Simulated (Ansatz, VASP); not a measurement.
# Two plane-wave programs on TiAl

File INCAR:

```
  PREC = Accurate
  ENCUT = 520
  EDIFF = 1E-6
  ISMEAR = 0
  SIGMA = 0.15
  LREAL = F
  LASPH = T
  NELM = 60
  ALGO = Fast
  ISIF = 2
  LWAVE = F
  LCHARG = T
  LELF = T
  LVHAR = T
  NBANDS = 14
```

Contents of KPOINTS:

```
Automatic mesh
0
Gamma
  16 16 16
```

The input POSCAR:

```
TiAl
1.0
    3.2150979253      0.0000000000      0.0000000000
    0.0000000000      3.2150979253      0.0000000000
    0.0000000000      0.0000000000      3.2150979253
Ti Al
1 1
Direct
    0.0000000000      0.0000000000      0.0000000000
    0.5000000000      0.5000000000      0.5000000000
```

Input for Ansatz:

```yaml
crystal:
  lattice:
    - [3.2150979253, 0.0, 0.0]
    - [0.0, 3.2150979253, 0.0]
    - [0.0, 0.0, 3.2150979253]
  atoms:
    - { symbol: Ti, position: [0.0, 0.0, 0.0] }
    - { symbol: Al, position: [0.5, 0.5, 0.5] }
basis:
  ecutwfc: 520.0
kpoints:
  mp_grid: { grid: [16, 16, 16] }
hamiltonian:
  xc: lda
  pseudopotentials: { kind: paw, azcp: { folder: soft_1 } }
scf:
  occupations: { method: gaussian, width: 0.15 }
output:
  forces: true
  stress: true
  eigenvalues: true
```

Alike in both runs: task single point; functional LDA; k mesh 16 × 16 × 16; occupations gaussian, width 0.15 eV; no spin polarisation.

|  | VASP | Ansatz |
| --- | --- | --- |
| version | VASP 6.6.1 | Ansatz 0.2.0 |
| potentials or method | VASP PAW LDA potentials, release 64 (Ti_sv, Al), cutoff 520 eV | scalar-relativistic, plane waves, PAW |
| valence electrons in the cell | 15 | 15 |

VASP gave:

```
gap on the k mesh at the Fermi level (eV) : none
pressure (GPa)                            : -8.9
```

Q: Which values does Ansatz return?

A: gap on the k mesh at the Fermi level (eV): none; pressure (GPa): -9.0.

Ansatz warns that its potentials were made for another functional, while VASP's fit it. LDA's correlation is that of Perdew and Zunger in VASP and of Perdew and Wang (1992) in Ansatz. A gap of «none» marks a metal or a gap that the smearing closes.
